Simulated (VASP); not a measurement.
Input of a VASP 6.6.1 run:

The input INCAR:

```
  PREC = Accurate
  ENCUT = 520
  EDIFF = 1E-6
  ISMEAR = 0
  SIGMA = 0.1
  LREAL = F
  LASPH = T
  NELM = 100
  ALGO = Normal
  ISIF = 2
  LWAVE = F
  LCHARG = T
  GGA = PE
  LELF = T
  LVHAR = T
  NBANDS = 35
```

Contents of KPOINTS:

```
regular mesh
0
Gamma
  8 8 10
```

POSCAR

```
PbO2
1.0
    4.9577000000      0.0000000000      0.0000000000
    0.0000000000      4.9577000000      0.0000000000
    0.0000000000      0.0000000000      3.3879000000
Pb O
2 4
Direct
    0.0000000000      0.0000000000      0.0000000000
    0.5000000000      0.5000000000      0.5000000000
    0.3067681390      0.3067681390      0.0000000000
    0.1932318610      0.8067681390      0.5000000000
    0.6932318610      0.6932318610      0.0000000000
    0.8067681390      0.1932318610      0.5000000000
```

Potentials or basis: VASP PAW PBE potentials, release 64 (Pb_d, O).

Command:

```console
$ cat potpaw_PBE.64/Pb_d/POTCAR potpaw_PBE.64/O/POTCAR > POTCAR
$ mpirun -np 1 vasp_std > vasp.out
```

Problem. Estimate the largest force.

Solution. 0.021 eV/Å.

Problem. What does it give for the pressure?

Solution. 9.2 GPa.

Forces in eV/Å, atoms in the order of the input:
```
Pb   0.000  0.000  0.000
Pb   0.000  0.000  0.000
O   -0.015 -0.015  0.000
O    0.015 -0.015  0.000
O    0.015  0.015  0.000
O   -0.015  0.015  0.000
```

Caveat: the cell stands under pressure.
